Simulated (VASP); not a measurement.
# Se (P6/mmm) in VASP: notebook

The runs below take Se through single point, with r2SCAN.

All numbers are computed with VASP 6.6.1; they aren't measurements. Logs are shortened: lines on timing, memory, paths and dates and some standing lists are left out, and cuts for length are marked.

## (1) The cell of the first run

It takes space group P6/mmm (No. 191, hexagonal). Conventional cell: a = 3.212 Å, b = 3.212 Å, c = 3.001 Å, α = 90.00°, β = 90.00°, γ = 120.00°. Se (site symmetry 6/mmm) has 8 Se at 3.00 to 3.21 Å within 4.0 Å.

## (2) Single point, r2SCAN

POSCAR

```
Se
1.0
    3.2117637651      0.0000000000      0.0000000000
   -1.6058818825      2.7814690115      0.0000000000
    0.0000000000      0.0000000000      3.0009917680
Se
1
Direct
    0.0000000000      0.0000000000      0.0000000000
```

INCAR.step1

```
SYSTEM = Se
ALGO = Normal ; EDIFF = 1E-4
ENCUT = 520 ; GGA = PE
ISMEAR = 0 ; LASPH = .TRUE.
LCHARG = .FALSE. ; LREAL = .FALSE.
LWAVE = .TRUE. ; NBANDS = 9
NELM = 100 ; PREC = Accurate
SIGMA = 0.1
```

INCAR.step2

```
SYSTEM = Se
ALGO = Normal ; EDIFF = 1E-7
ENCUT = 520 ; ISIF = 2
ISMEAR = 0 ; ISTART = 1
LASPH = .TRUE. ; LCHARG = .FALSE.
LMIXTAU = .TRUE. ; LREAL = .FALSE.
LWAVE = .FALSE. ; METAGGA = R2SCAN
NBANDS = 9 ; NELM = 100
PREC = Accurate ; SIGMA = 0.1
```

KPOINTS

```
k-points
0
G
  6 6 6
  0 0 0
```

Potentials or basis: VASP PAW PBE potentials, release 64 (Se).

On the command line:

```console
> cat potpaw_PBE.64/Se/POTCAR > POTCAR
> cp INCAR.step1 INCAR
> mpirun -np 1 vasp_std > vasp.out
> cp INCAR.step2 INCAR
> mpirun -np 1 vasp_std > vasp.out
```

OUTCAR:

```text
SYSTEM = Se
   EDIFF = 1E-7
   ENCUT = 520
   ISIF = 2
   ISMEAR = 0
   ISTART = 1
   LASPH = .TRUE.
   LREAL = .FALSE.
   METAGGA = R2SCAN
   NELM = 100
   PREC = Accurate

 ion  position               nearest neighbor table
   1  0.000  0.000  0.000-

  LATTYP: Found a hexagonal cell.
 ALAT       =     3.2117637651
 C/A-ratio  =     0.9343750000

  Lattice vectors:

 A1 = (   3.2117637651,   0.0000000000,   0.0000000000)
 A2 = (  -1.6058818825,   2.7814690115,   0.0000000000)
 A3 = (   0.0000000000,   0.0000000000,   3.0009917680)

Analysis of symmetry for initial positions (statically):
=====================================================================
 Subroutine PRICEL returns:
 Original cell was already a primitive cell.

 Routine SETGRP: Setting up the symmetry group for a
 hexagonal supercell.

 Subroutine GETGRP returns: Found 24 space group operations
 (whereof 24 operations were pure point group operations)
 out of a pool of 24 trial point group operations.

The static configuration has the point symmetry D_6h.

Analysis of symmetry for dynamics (positions and initial velocities):
=====================================================================
 Subroutine PRICEL returns:
 Original cell was already a primitive cell.

 Routine SETGRP: Setting up the symmetry group for a
 hexagonal supercell.

 Subroutine GETGRP returns: Found 24 space group operations
 (whereof 24 operations were pure point group operations)
 out of a pool of 24 trial point group operations.

The dynamic configuration has the point symmetry D_6h.

 Subroutine INISYM returns: Found 24 space group operations
 (whereof 24 operations are pure point group operations),
 and found     1 'primitive' translations

----------------------------------------------------------------------------------------

                                     Primitive cell

  volume of cell :      26.8091

  direct lattice vectors                    reciprocal lattice vectors
     3.211763765  0.000000000  0.000000000     0.311355403  0.179761125  0.000000000
    -1.605881883  2.781469012  0.000000000     0.000000000  0.359522251  0.000000000
     0.000000000  0.000000000  3.000991768     0.000000000  0.000000000  0.333223173

  length of vectors
     3.211763765  3.211763765  3.000991768     0.359522251  0.359522251  0.333223173

  position of ions in fractional coordinates (direct lattice)
     0.000000000  0.000000000  0.000000000

  ion indices of the primitive-cell ions
   primitive index   ion index
                 1           1

----------------------------------------------------------------------------------------

 KPOINTS: k-points

Automatic generation of k-mesh.
 Grid dimensions read from file:
 generate k-points for:    6    6    6

 Generating k-lattice:

  Cartesian coordinates                     Fractional coordinates (reciprocal lattice)
     0.051892567  0.029960188  0.000000000     0.166666667 -0.000000000  0.000000000
     0.000000000  0.059920375  0.000000000     0.000000000  0.166666667  0.000000000
     0.000000000  0.000000000  0.055537196     0.000000000  0.000000000  0.166666667

  Length of vectors
     0.059920375  0.059920375  0.055537196

  Shift w.r.t. Gamma in fractional coordinates (k-lattice)
     0.000000000  0.000000000  0.000000000

 Subroutine IBZKPT returns following result:
 ===========================================

 Found     28 irreducible k-points:

 Following reciprocal coordinates:
            Coordinates               Weight
  0.000000  0.000000  0.000000      1.000000
  0.166667 -0.000000  0.000000      6.000000
  0.333333  0.000000  0.000000      6.000000
  0.500000 -0.000000  0.000000      3.000000
  0.166667  0.166667  0.000000      6.000000
  0.333333  0.166667  0.000000     12.000000
[... 16 lines left out ...]
  0.166667 -0.000000  0.500000      6.000000
  0.333333  0.000000  0.500000      6.000000
 [... further k-points ...]
   k-points           NKPTS =     28   k-points in BZ     NKDIM =     28   number of bands    NBANDS=      9
   number of dos      NEDOS =    301   number of ions     NIONS =      1
   total plane-waves  NPLWV =  13824
   dimension x,y,z NGX =    24 NGY =   24 NGZ =   24
   dimension x,y,z NGXF=    48 NGYF=   48 NGZF=   48
   ions per type =               1
   NGX,Y,Z   is equivalent  to a cutoff of  12.42, 12.42, 13.30 a.u.
   NGXF,Y,Z  is equivalent  to a cutoff of  24.85, 24.85, 26.59 a.u.
 SYSTEM =  Se
   PREC   = accura    normal or accurate (medium, high low for compatibility)
   ISTART =      1    job   : 0-new  1-cont  2-samecut
   ICHARG =      0    charge: 1-file 2-atom 10-const
   ISPIN  =      1    spin polarized calculation?
   LNONCOLLINEAR =      F non collinear calculations
   LSORBIT =      F    spin-orbit coupling
   LASPH  =      T    aspherical Exc in radial PAW
   ENCUT  =  520.0 eV  38.22 Ry    6.18 a.u.   5.97  5.97  5.58*2*pi/ulx,y,z
   NELM   =    100;   NELMIN=  2; NELMDL=  0     # of ELM steps
   EDIFF  = 0.1E-06   stopping-criterion for ELM
   LREAL  =      F    real-space projection
   EDIFFG = 0.1E-05   stopping-criterion for IOM
   NSW    =      0    number of steps for IOM
   IBRION =     -1    ionic relax: 0-MD 1-quasi-New 2-CG
   NFREE  =      0    steps in history (QN), initial steepest desc. (CG)
   ISIF   =      2    stress and relaxation
   ISYM   =      2    0-nonsym 1-usesym 2-fastsym
   POTIM  = 0.5000    time-step for ionic-motion
   TEBEG  =    0.0;   TEEND  =   0.0 temperature during run
   PSTRESS=    0.0 pullay stress
   NELECT =       6.0000    total number of electrons
   NUPDOWN=      -1.0000    fix difference up-down
   EMIN   =  10.00;   EMAX   =-10.00  energy-range for DOS
   EFERMI =   0.00;   METHOD = LEGACY
   ISMEAR =     0;   SIGMA  =   0.10  broadening in eV -4-tet -1-fermi 0-gaus
   EFERMI_NEDOS =   21; number of points for ismear=-14 and -15
   IALGO  =     38    algorithm
   IMIX   =      4    mixing-type and parameters
     AMIX     =   0.40;   BMIX     =  1.00
     AMIX_MAG =   1.60;   BMIX_MAG =  1.00
  volume/ion in A,a.u.               =      26.81       180.92
  Fermi-wavevector in a.u.,A,eV,Ry     =   0.993950  1.878292 13.441683  0.987936
  Thomas-Fermi vector in A             =   2.125867
   LORBIT       =      0    0 simple, 1 ext, 2 COOP (PROOUT), +10 PAW based schemes
   METAGGA = R2SCAN    functional components
   LHFCALC =     F    Hartree Fock is set to
   AEXX    =    0.0000 exact exchange contribution
   IVDW    =     0    specifies the selected vdW correction
   LEPSILON=     F    determine dielectric tensor
   LRPA    =     F    only Hartree local field effects (RPA)
 non-spin polarized calculation
 Gauss-broadening in eV      SIGMA  =   0.10
  energy-cutoff  :      520.00
  volume of cell :       26.81
 maximum number of plane-waves:       744
 NGX is ok and might be reduce to    24

 number of electron       6.0000000 magnetization

 Free energy of the ion-electron system (eV)
  ---------------------------------------------------
  ext. energy  EPLUGINS =         0.00000000
  ---------------------------------------------------
  free energy    TOTEN  =       -13.50486233 eV

  energy without entropy =      -13.50027140  energy(sigma->0) =      -13.50256686

 E-fermi :   2.3767     XC(G=0):  -9.7082

 val. band max:        2.2933008882   @ k =   0.1667   0.1667   0.1667
 cond. band min:       2.4372838029   @ k =   0.3333   0.0000   0.1667
 fundamental gap:      0.1439829147
 Fermi energy:         2.3766828430

 k-point     1 :       0.0000    0.0000    0.0000
  band No.  band energies     occupation
      1     -12.6237      2.00000
      2       3.7604      0.00000
      3       3.9585      0.00000
      4       3.9585      0.00000
      5      10.6892      0.00000
      6      11.2861      0.00000
      7      14.5147      0.00000
      8      14.5147      0.00000
      9      18.4368      0.00000

 k-point     2 :       0.1667   -0.0000    0.0000
  band No.  band energies     occupation
      1     -12.2570      2.00000
      2       1.7494      2.00000
      3       3.4349      0.00000
      4       4.0318      0.00000
      5      11.2634      0.00000
      6      11.8786      0.00000
      7      14.2311      0.00000
      8      16.0655      0.00000
      9      20.9533      0.00000

 k-point     3 :       0.3333    0.0000    0.0000
  band No.  band energies     occupation
      1     -11.3489      2.00000
      2      -1.4027      2.00000
      3       2.5955      0.00197
      4       4.6509      0.00000
      5      10.1452      0.00000
      6      12.6377      0.00000
      7      17.3134      0.00000
      8      17.8980      0.00000
      9      19.9078      0.00000

 k-point     4 :       0.5000   -0.0000    0.0000
  band No.  band energies     occupation
      1     -10.7433      2.00000
      2      -2.8462      2.00000
      3       2.2430      1.94126
      4       5.0126      0.00000
      5       9.5187      0.00000
      6      13.8692      0.00000
      7      16.6905      0.00000
      8      16.8678      0.00000
      9      22.4618      0.00000
[... 205 lines left out ...]
 k-point    22 :       0.0000    0.0000    0.5000
  band No.  band energies     occupation
      1     -11.0271      2.00000
      2      -3.1691      2.00000
      3       4.9626      0.00000
      4       4.9626      0.00000
      5      14.2204      0.00000
      6      15.6036      0.00000
      7      16.4280      0.00000
      8      16.4280      0.00000
      9      17.2355      0.00000

 k-point    23 :       0.1667   -0.0000    0.5000
  band No.  band energies     occupation
      1     -10.6669      2.00000
      2      -2.8055      2.00000
      3       3.0404      0.00000
      4       4.4910      0.00000
      5      12.1567      0.00000
      6      14.2955      0.00000
      7      16.2240      0.00000
      8      16.9277      0.00000
      9      17.9263      0.00000

 k-point    24 :       0.3333    0.0000    0.5000
  band No.  band energies     occupation
      1      -9.7779      2.00000
      2      -1.9151      2.00000
      3       0.0768      2.00000
      4       3.7143      0.00000
      5       8.7164      0.00000
      6      12.5565      0.00000
      7      14.9760      0.00000
      8      16.8216      0.00000
      9      21.5733      0.00000

 [... further k-points ...]
[... 5 lines left out ...]
  --------------------------------------------------------------------------------------
  -------------------------------------------------------------------------------------
  Total       -1.5449746     -1.5449746     -1.9706426     -0.0000000     -0.0000000      0.0000000
  in kB      -92.3313754    -92.3313754   -117.7703103     -0.0000000     -0.0000000      0.0000000
  external PRESSURE =    -100.8110204 kB  Pullay stress =       0.0000000 kB

 VOLUME and BASIS-vectors are now :
 -----------------------------------------------------------------------------
  energy-cutoff  :      520.00
  volume of cell :       26.81
      direct lattice vectors                 reciprocal lattice vectors
     3.211763765  0.000000000  0.000000000     0.311355403  0.179761125  0.000000000
    -1.605881883  2.781469012  0.000000000     0.000000000  0.359522251  0.000000000
     0.000000000  0.000000000  3.000991768     0.000000000  0.000000000  0.333223173

 POSITION                                       TOTAL-FORCE (eV/Angst)
 -----------------------------------------------------------------------------------
      0.00000      0.00000      0.00000        -0.000000      0.000000      0.000000
 -----------------------------------------------------------------------------------
    total drift:                                0.000000      0.000000      0.000000

  FREE ENERGIE OF THE ION-ELECTRON SYSTEM (eV)
  ---------------------------------------------------
  free  energy   TOTEN  =       -13.5048623278 eV

  energy  without entropy=      -13.5002714017  energy(sigma->0) =      -13.50256686
```

Run time: 12 s. Hardware: 1 thread of Intel Xeon 6975P-C (Granite Rapids), shared host; peak memory 0.14 GiB.

Results:

| Quantity | Value |
| --- | --- |
| Free energy | -13.5049 eV |
| Pressure | -10.1 GPa |
| Band gap on the k mesh | zero (band 3 reaches 4.96 eV, above the bottom of band 4 at 0.04 eV) |

Stress tensor (GPa, compression positive):
```
 -9.23   0.00   0.00
  0.00  -9.23   0.00
  0.00   0.00 -11.78
```

Levels at points of the mesh, in eV from the Fermi level:
```
           k point  band 1  band 2  band 3  band 4  band 5  band 6
(0.00, 0.00, 0.00)  -15.00    1.38    1.58    1.58    8.31    8.91
(0.50, 0.00, 0.00)  -13.12   -5.22   -0.13    2.64    7.14   11.49
(0.00, 0.00, 0.50)  -13.40   -5.55    2.59    2.59   11.84   13.23
(0.50, 0.00, 0.50)  -11.57   -3.71   -3.69    1.01    4.86    9.56
```

Caveat: the k points lie up to 0.38 Å⁻¹ apart; the PAW data sets were made with another functional, which shifts forces and pressure a little.

## (3) Single point, r2SCAN

This run uses another cell than the first one: it holds 3 atoms, not 1.

POSCAR

```
Se
1.0
    6.7366805739      0.0000000000      0.0000000000
   -3.3683402869      5.8341365142      0.0000000000
    0.0000000000      0.0000000000      2.3480246154
Se
3
Direct
    0.0000000000      0.0000000000      0.0000000000
    0.3333333333      0.6666666667      0.5000000000
    0.6666666667      0.3333333333      0.5000000000
```

INCAR.step1

```
SYSTEM = Se
PREC = Accurate
ENCUT = 520
ISMEAR = 0
SIGMA = 0.1
LREAL = .FALSE.
LASPH = .TRUE.
NELM = 100
NBANDS = 16
GGA = PE
ALGO = Normal
EDIFF = 1E-4
LWAVE = .TRUE.
LCHARG = .FALSE.
```

INCAR.step2

```
SYSTEM = Se
PREC = Accurate
ENCUT = 520
EDIFF = 1E-6
ISMEAR = 0
SIGMA = 0.1
LREAL = .FALSE.
LASPH = .TRUE.
NELM = 100
ALGO = Normal
ISIF = 2
LWAVE = .FALSE.
LCHARG = .FALSE.
METAGGA = R2SCAN
LMIXTAU = .TRUE.
NBANDS = 16
ISTART = 1
```

KPOINTS

```
regular mesh
0
G
  9 9 20
  0 0 0
```

Potentials or basis: VASP PAW PBE potentials, release 64 (Se).

On the command line:

```console
> cat potpaw_PBE.64/Se/POTCAR > POTCAR
> cp INCAR.step1 INCAR
> mpirun -np 1 vasp_std > vasp.out
> cp INCAR.step2 INCAR
> mpirun -np 1 vasp_std > vasp.out
```

Wall time 20 min (1 thread of AMD EPYC, shared host); peak memory 0.28 GiB.

Results (log left out):

| Quantity | Value |
| --- | --- |
| Free energy | -41.0755 eV |
| Pressure | 0.0 GPa |
| Band gap on the k mesh | zero (band 9 reaches 2.07 eV, above the bottom of band 10 at -0.23 eV) |

Stress tensor (GPa, compression positive):
```
 0.00  0.00  0.00
 0.00  0.00  0.00
 0.00  0.00 -0.14
```

Levels at points of the mesh, in eV from the Fermi level:
```tsv
k point	band 5	band 6	band 7	band 8	band 9	band 10	band 11	band 12	band 13	band 14
(0.00, 0.00, 0.00)	-4.14	-4.13	-4.13	-2.23	-2.23	4.39	8.88	8.88	8.89	8.89
(0.00, 0.00, 0.50)	-7.18	-7.05	0.41	0.41	0.79	0.79	1.28	1.28	6.77	6.77
```

Caveat: the PAW data sets were made with another functional, which shifts forces and pressure a little.

## (4) Single point, r2SCAN

This run uses another cell than the first one: it holds 3 atoms, not 1.

POSCAR

```
Se
1.0
    5.5739670398      0.0000000000      0.0000000000
   -2.7869835199      4.8271970563      0.0000000000
    0.0000000000      0.0000000000      3.4170841418
Se
3
Direct
    0.0000000000      0.0000000000      0.0000000000
    0.3333333333      0.6666666667      0.5000000000
    0.6666666667      0.3333333333      0.5000000000
```

INCAR.step1

```
SYSTEM = Se
PREC = Accurate ; ENCUT = 520
ISMEAR = 0 ; SIGMA = 0.1
LREAL = .False. ; LASPH = .True.
NELM = 100 ; NBANDS = 16
GGA = PE ; ALGO = Normal
EDIFF = 1E-4 ; LWAVE = .True.
LCHARG = .False.
```

INCAR.step2

```
SYSTEM = Se
PREC = Accurate ; ENCUT = 520
EDIFF = 1E-6 ; ISMEAR = 0
SIGMA = 0.1 ; LREAL = .False.
LASPH = .True. ; NELM = 100
ALGO = Normal ; ISIF = 2
LWAVE = .False. ; LCHARG = .False.
METAGGA = R2SCAN ; LMIXTAU = .True.
NBANDS = 16 ; ISTART = 1
```

KPOINTS

```
regular mesh
0
Gamma
  6 6 6
  0 0 0
```

On the command line:

```console
> cat potpaw_PBE.64/Se/POTCAR > POTCAR
> cp INCAR.step1 INCAR
> mpirun -np 1 vasp_std > vasp.out
> cp INCAR.step2 INCAR
> mpirun -np 1 vasp_std > vasp.out
```

Run time: 5.3 min. Hardware: 1 thread of AMD EPYC, shared host; peak memory 0.2 GiB.

It converged, with:

```yaml
Free_energy: -39.0161 eV
Pressure: -11.2 GPa
Band_gap_on_the_k_mesh: zero (band 9 reaches 2.36 eV, above the bottom of band 10 at -0.26 eV)
```

Stress tensor (GPa, compression positive):
```
-11.36   0.00   0.00
  0.00 -11.36   0.00
  0.00   0.00 -10.99
```

Levels at points of the mesh, in eV from the Fermi level:
| k point | band 7 | band 8 | band 9 | band 10 | band 11 | band 12 |
| --- | --- | --- | --- | --- | --- | --- |
| (0.00, 0.00, 0.00) | -2.45 | -0.16 | 1.34 | 1.51 | 1.51 | 1.51 |
| (0.50, 0.00, 0.00) | -0.06 | 0.25 | 0.39 | 0.55 | 0.69 | 1.25 |
| (0.00, 0.00, 0.50) | -2.30 | -1.96 | -0.72 | -0.72 | 0.12 | 0.12 |
| (0.50, 0.00, 0.50) | -2.60 | -0.84 | -0.54 | 0.02 | 0.29 | 1.00 |

Caveat: the PAW data sets were made with another functional, which shifts forces and pressure a little.

## (5) The runs side by side

| cell | k mesh | gap on the mesh (eV) | pressure (GPa) |
| --- | --- | --- | --- |
| a = 3.212, b = 3.212, c = 3.001 Å, angles 90.0, 90.0, 120.0°, 1 atom | 6 × 6 × 6 | none | -10.1 |
| a = 6.737, b = 6.737, c = 2.348 Å, angles 90.0, 90.0, 120.0°, 3 atoms | 9 × 9 × 20 | none | 0.0 |
| a = 5.574, b = 5.574, c = 3.417 Å, angles 90.0, 90.0, 120.0°, 3 atoms | 6 × 6 × 6 | none | -11.2 |

Alike in all rows: task single point; level r2SCAN; potentials or basis VASP PAW PBE potentials, release 64 (Se); no spin polarisation; cutoff (eV) 520; smearing gaussian 0.1 eV.

Caveats: some runs use coarse meshes; the PAW data sets were made with another functional, which shifts forces and pressure a little.

Absolute energies hang on the potentials; compare differences alone.
